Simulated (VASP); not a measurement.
# Be (P6_3/mmc) in VASP: notebook

Runs on Be. Level: PBE. Tasks: single point.

All numbers are computed with VASP 6.6.1; they aren't measurements. Logs are shortened: lines on timing, memory, paths and dates and some standing lists are left out, and cuts for length are marked.

## 1. The cell of the first run

Symmetry: P6_3/mmc, No. 194, hexagonal system. Conventional cell: a = 2.278 Å, b = 2.278 Å, c = 3.244 Å, α = 90.00°, β = 90.00°, γ = 120.00°. Within 2.8 Å of Be (site symmetry -6m2) lie 12 Be at 2.09 to 2.28 Å.

## 2. Single point, PBE (strained)

File INCAR:

```
SYSTEM = Be
PREC = Accurate
ENCUT = 520
EDIFF = 1E-7
ISMEAR = 0
SIGMA = 0.1
LREAL = .False.
LASPH = .True.
NELM = 60
ALGO = Normal
ISIF = 2
LWAVE = .False.
LCHARG = .False.
GGA = PE
NBANDS = 9
```

File KPOINTS:

```
regular mesh
0
Gamma
  21 21 12
  0 0 0
```

File POSCAR:

```
Be
1.0
    2.2782775816      0.0000000000      0.0000000000
   -1.1391387908      1.9730462625      0.0000000000
    0.0000000000      0.0000000000      3.2435826930
Be
2
Direct
    0.3333333333      0.6666666667      0.2500000000
    0.6666666667      0.3333333333      0.7500000000
```

Potentials or basis: VASP PAW PBE potentials, release 64 (Be).

Launch:

```console
cat potpaw_PBE.64/Be/POTCAR > POTCAR
mpirun -np 1 vasp_std > vasp.out
```

OUTCAR:

```text
SYSTEM = Be
   PREC = Accurate
   ENCUT = 520
   EDIFF = 1E-7
   ISMEAR = 0
   LREAL = .False.
   LASPH = .True.
   NELM = 60
   ISIF = 2
   GGA = PE

 ion  position               nearest neighbor table
   1  0.333  0.667  0.250-   2 2.09   2 2.09   2 2.09   2 2.09   2 2.09   2 2.09
   2  0.667  0.333  0.750-   1 2.09   1 2.09   1 2.09   1 2.09   1 2.09   1 2.09

  LATTYP: Found a hexagonal cell.
 ALAT       =     2.2782775816
 C/A-ratio  =     1.4236995172

  Lattice vectors:

 A1 = (   2.2782775816,   0.0000000000,   0.0000000000)
 A2 = (  -1.1391387908,   1.9730462625,   0.0000000000)
 A3 = (   0.0000000000,   0.0000000000,   3.2435826930)

Analysis of symmetry for initial positions (statically):
=====================================================================
 Subroutine PRICEL returns:
 Original cell was already a primitive cell.

 Routine SETGRP: Setting up the symmetry group for a
 hexagonal supercell.

 Subroutine GETGRP returns: Found 24 space group operations
 (whereof 12 operations were pure point group operations)
 out of a pool of 24 trial point group operations.

The static configuration has the point symmetry D_3d.
 The point group associated with its full space group is D_6h.

Analysis of symmetry for dynamics (positions and initial velocities):
=====================================================================
 Subroutine PRICEL returns:
 Original cell was already a primitive cell.

 Routine SETGRP: Setting up the symmetry group for a
 hexagonal supercell.

 Subroutine GETGRP returns: Found 24 space group operations
 (whereof 12 operations were pure point group operations)
 out of a pool of 24 trial point group operations.

The dynamic configuration has the point symmetry D_3d.
 The point group associated with its full space group is D_6h.

 Subroutine INISYM returns: Found 24 space group operations
 (whereof 12 operations are pure point group operations),
 and found     1 'primitive' translations

----------------------------------------------------------------------------------------

                                     Primitive cell

  volume of cell :      14.5804

  direct lattice vectors                    reciprocal lattice vectors
     2.278277582  0.000000000  0.000000000     0.438928078  0.253415244  0.000000000
    -1.139138791  1.973046263  0.000000000     0.000000000  0.506830488  0.000000000
     0.000000000  0.000000000  3.243582693     0.000000000  0.000000000  0.308301065

  length of vectors
     2.278277582  2.278277582  3.243582693     0.506830488  0.506830488  0.308301065

  position of ions in fractional coordinates (direct lattice)
     0.333333333  0.666666667  0.250000000
     0.666666667  0.333333333  0.750000000

  ion indices of the primitive-cell ions
   primitive index   ion index
                 1           1
                 2           2

----------------------------------------------------------------------------------------

 KPOINTS: regular mesh

Automatic generation of k-mesh.
 Grid dimensions read from file:
 generate k-points for:   21   21   12

 Generating k-lattice:

  Cartesian coordinates                     Fractional coordinates (reciprocal lattice)
     0.020901337  0.012067393  0.000000000     0.047619048 -0.000000000  0.000000000
     0.000000000  0.024134785  0.000000000     0.000000000  0.047619048  0.000000000
     0.000000000  0.000000000  0.025691755     0.000000000  0.000000000  0.083333333

  Length of vectors
     0.024134785  0.024134785  0.025691755

  Shift w.r.t. Gamma in fractional coordinates (k-lattice)
     0.000000000  0.000000000  0.000000000

 Subroutine IBZKPT returns following result:
 ===========================================

 Found    336 irreducible k-points:

 Following reciprocal coordinates:
            Coordinates               Weight
  0.000000  0.000000  0.000000      1.000000
  0.047619  0.000000  0.000000      6.000000
  0.095238  0.000000  0.000000      6.000000
  0.142857  0.000000  0.000000      6.000000
  0.190476  0.000000  0.000000      6.000000
  0.238095  0.000000  0.000000      6.000000
[... 16 lines left out ...]
  0.142857  0.095238  0.000000     12.000000
  0.190476  0.095238  0.000000     12.000000
 [... further k-points ...]
   k-points           NKPTS =    336   k-points in BZ     NKDIM =    336   number of bands    NBANDS=      9
   number of dos      NEDOS =    301   number of ions     NIONS =      2
   total plane-waves  NPLWV =   7776
   dimension x,y,z NGX =    18 NGY =   18 NGZ =   24
   dimension x,y,z NGXF=    36 NGYF=   36 NGZF=   48
   ions per type =               2
   NGX,Y,Z   is equivalent  to a cutoff of  13.13, 13.13, 12.30 a.u.
   NGXF,Y,Z  is equivalent  to a cutoff of  26.27, 26.27, 24.60 a.u.
 SYSTEM =  Be
   PREC   = accura    normal or accurate (medium, high low for compatibility)
   ISTART =      0    job   : 0-new  1-cont  2-samecut
   ICHARG =      2    charge: 1-file 2-atom 10-const
   ISPIN  =      1    spin polarized calculation?
   LNONCOLLINEAR =      F non collinear calculations
   LSORBIT =      F    spin-orbit coupling
   LASPH  =      T    aspherical Exc in radial PAW
   ENCUT  =  520.0 eV  38.22 Ry    6.18 a.u.   4.24  4.24  6.03*2*pi/ulx,y,z
   NELM   =     60;   NELMIN=  2; NELMDL= -5     # of ELM steps
   EDIFF  = 0.1E-06   stopping-criterion for ELM
   LREAL  =      F    real-space projection
   EDIFFG = 0.1E-05   stopping-criterion for IOM
   NSW    =      0    number of steps for IOM
   IBRION =     -1    ionic relax: 0-MD 1-quasi-New 2-CG
   NFREE  =      0    steps in history (QN), initial steepest desc. (CG)
   ISIF   =      2    stress and relaxation
   ISYM   =      2    0-nonsym 1-usesym 2-fastsym
   POTIM  = 0.5000    time-step for ionic-motion
   TEBEG  =    0.0;   TEEND  =   0.0 temperature during run
   PSTRESS=    0.0 pullay stress
   NELECT =       4.0000    total number of electrons
   NUPDOWN=      -1.0000    fix difference up-down
   EMIN   =  10.00;   EMAX   =-10.00  energy-range for DOS
   EFERMI =   0.00;   METHOD = LEGACY
   ISMEAR =     0;   SIGMA  =   0.10  broadening in eV -4-tet -1-fermi 0-gaus
   EFERMI_NEDOS =   21; number of points for ismear=-14 and -15
   IALGO  =     38    algorithm
   IMIX   =      4    mixing-type and parameters
     AMIX     =   0.40;   BMIX     =  1.00
     AMIX_MAG =   1.60;   BMIX_MAG =  1.00
  volume/ion in A,a.u.               =       7.29        49.20
  Fermi-wavevector in a.u.,A,eV,Ry     =   1.063747  2.010191 15.395790  1.131559
  Thomas-Fermi vector in A             =   2.199243
   LORBIT       =      0    0 simple, 1 ext, 2 COOP (PROOUT), +10 PAW based schemes
   GGA     = PE    functional components
   LHFCALC =     F    Hartree Fock is set to
   AEXX    =    0.0000 exact exchange contribution
   IVDW    =     0    specifies the selected vdW correction
   LEPSILON=     F    determine dielectric tensor
   LRPA    =     F    only Hartree local field effects (RPA)
 non-spin polarized calculation
 Gauss-broadening in eV      SIGMA  =   0.10
  energy-cutoff  :      520.00
  volume of cell :       14.58
 maximum number of plane-waves:       415
 NGX is ok and might be reduce to    18
   NGX =  9   NGY =  9   NGZ = 13

 number of electron       4.0000000 magnetization

 Free energy of the ion-electron system (eV)
  ---------------------------------------------------
  ext. energy  EPLUGINS =         0.00000000
  ---------------------------------------------------
  free energy    TOTEN  =        -7.36362651 eV

  energy without entropy =       -7.36284032  energy(sigma->0) =       -7.36323341

 E-fermi :   7.4170     XC(G=0): -10.8696

 val. band max:        7.3871766874   @ k =   0.2857   0.1429   0.0833
 cond. band min:       7.5414944289   @ k =   0.3333   0.0476   0.0000
 fundamental gap:      0.1543177415
 Fermi energy:         7.4169797760

 k-point     1 :       0.0000    0.0000    0.0000
  band No.  band energies     occupation
      1      -4.0845      2.00000
      2       4.0976      2.00000
      3      10.9277      0.00000
      4      22.6016      0.00000
      5      22.6016      0.00000
      6      26.1463      0.00000
      7      26.1463      0.00000
      8      31.5370      0.00000
      9      34.3582      0.00000

 k-point     2 :       0.0476    0.0000    0.0000
  band No.  band energies     occupation
      1      -4.0218      2.00000
      2       4.1815      2.00000
      3      10.9244      0.00000
      4      22.0851      0.00000
      5      22.1730      0.00000
      6      26.2179      0.00000
      7      26.4965      0.00000
      8      31.2350      0.00000
      9      33.5584      0.00000

 k-point     3 :       0.0952    0.0000    0.0000
  band No.  band energies     occupation
      1      -3.8334      2.00000
      2       4.4328      2.00000
      3      10.9067      0.00000
      4      20.7843      0.00000
      5      21.2514      0.00000
      6      26.3805      0.00000
      7      27.1264      0.00000
      8      30.3416      0.00000
      9      32.0404      0.00000

 k-point     4 :       0.1429    0.0000    0.0000
  band No.  band energies     occupation
      1      -3.5191      2.00000
      2       4.8509      2.00000
      3      10.8452      0.00000
      4      19.1348      0.00000
      5      20.2226      0.00000
      6      26.5803      0.00000
      7      27.5441      0.00000
      8      28.9075      0.00000
      9      30.1789      0.00000
[... 205 lines left out ...]
 k-point    22 :       0.0952    0.0952    0.0000
  band No.  band energies     occupation
      1      -3.3300      2.00000
      2       5.1013      2.00000
      3      10.8131      0.00000
      4      18.4510      0.00000
      5      19.4207      0.00000
      6      26.8228      0.00000
      7      27.5150      0.00000
      8      28.2519      0.00000
      9      30.6978      0.00000

 k-point    23 :       0.1429    0.0952    0.0000
  band No.  band energies     occupation
      1      -2.8885      2.00000
      2       5.6840      2.00000
      3      10.6578      0.00000
      4      16.8181      0.00000
      5      18.5550      0.00000
      6      26.6527      0.00000
      7      26.9414      0.00000
      8      27.2317      0.00000
      9      29.6512      0.00000

 k-point    24 :       0.1905    0.0952    0.0000
  band No.  band energies     occupation
      1      -2.3198      2.00000
      2       6.4295      2.00000
      3      10.2957      0.00000
      4      15.3233      0.00000
      5      17.8202      0.00000
      6      24.7803      0.00000
      7      26.3185      0.00000
      8      26.9383      0.00000
      9      28.7788      0.00000

 [... further k-points ...]
[... 5 lines left out ...]
  --------------------------------------------------------------------------------------
  -------------------------------------------------------------------------------------
  Total        0.1644148      0.1644148      3.5831022      0.0000000     -0.0000000      0.0000000
  in kB       18.0668549     18.0668549    393.7321724      0.0000000     -0.0000000      0.0000000
  external PRESSURE =     143.2886274 kB  Pullay stress =       0.0000000 kB

 VOLUME and BASIS-vectors are now :
 -----------------------------------------------------------------------------
  energy-cutoff  :      520.00
  volume of cell :       14.58
      direct lattice vectors                 reciprocal lattice vectors
     2.278277582  0.000000000  0.000000000     0.438928078  0.253415244  0.000000000
    -1.139138791  1.973046263  0.000000000     0.000000000  0.506830488  0.000000000
     0.000000000  0.000000000  3.243582693     0.000000000  0.000000000  0.308301065

 POSITION                                       TOTAL-FORCE (eV/Angst)
 -----------------------------------------------------------------------------------
     -0.00000      1.31536      0.81090        -0.000000     -0.000000      0.000000
      1.13914      0.65768      2.43269         0.000000      0.000000      0.000000
 -----------------------------------------------------------------------------------
    total drift:                                0.000000     -0.000000      0.000000

  FREE ENERGIE OF THE ION-ELECTRON SYSTEM (eV)
  ---------------------------------------------------
  free  energy   TOTEN  =        -7.3636265098 eV

  energy  without entropy=       -7.3628403199  energy(sigma->0) =       -7.36323341
```

Run time: 18 s. Hardware: 1 thread of Intel Xeon Platinum 8488C (Sapphire Rapids), shared host; peak memory 0.14 GiB.

Results:

* Free energy: -7.3636 eV
* Pressure: 14.3 GPa
* Band gap on the k mesh: zero (band 2 reaches 8.91 eV, above the bottom of band 3 at 6.01 eV)

Levels at points of the mesh, in eV from the Fermi level:
| k point | band 1 | band 2 | band 3 | band 4 | band 5 | band 6 | band 7 |
| --- | --- | --- | --- | --- | --- | --- | --- |
| (0.00, 0.00, 0.00) | -11.50 | -3.32 | 3.51 | 15.18 | 15.18 | 18.73 | 18.73 |
| (0.00, 0.00, 0.50) | -8.95 | -8.95 | 14.98 | 14.98 | 17.44 | 17.44 | 17.44 |

Caveat: the cell differs from its parent crystal (strained).

(Part 1 of 2 ends here.)
